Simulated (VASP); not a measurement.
Hf5PbO2, 8 atoms in the cell. It takes space group Cmmm (No. 65, orthorhombic). The conventional cell has a = 6.008 Å, b = 6.601 Å, c = 7.949 Å, α = 90.00°, β = 90.00°, γ = 90.00°. Hf (site symmetry m) has 1 O at 1.87 Å and 1 Pb at 2.35 Å within 2.5 Å. Hf (site symmetry mmm) has 4 Hf at 2.65 Å and 8 O at 3.24 to 3.52 Å within 3.6 Å. Pb (site symmetry mmm) has 4 Hf at 2.35 Å and 2 O at 2.75 Å within 3.1 Å. O (site symmetry mm2) has 2 Hf at 1.87 Å and 1 O at 2.44 Å within 2.5 Å. The cell was built from a structure type or drawn by symmetry, and may not be a known phase.

* Program: VASP 6.6.1
* Task: single point
* Functional: PBE
* Potentials or basis: VASP PAW PBE potentials, release 64 (Hf_pv, Pb_d, O)
* Cutoff: 520 eV
* k mesh: 4 × 4 × 2
* Occupations: gaussian, width 0.1 eV
* Spin: no spin polarisation
* Dipole correction: no
* Further INCAR settings: ALGO = Normal; EDIFF = 1e-06; NBANDS = 48

Potentials or basis: VASP PAW PBE potentials, release 64 (Hf_pv, Pb_d, O).

Launch:

```sh
$ cat potpaw_PBE.64/Hf_pv/POTCAR potpaw_PBE.64/Pb_d/POTCAR potpaw_PBE.64/O/POTCAR > POTCAR
$ mpirun -np 1 vasp_std > vasp.out
```

Hardware: 1 thread of Intel(R) Xeon(R) 6975P-C (Granite Rapids), with other jobs on the host.

Question: How long does it take, and how much memory?

Answer: Wall time 65 s on 1 thread of Intel(R) Xeon(R) 6975P-C (Granite Rapids), with other jobs on the host, peak memory 0.31 GiB. Counts: scf iterations 16, k points 14.
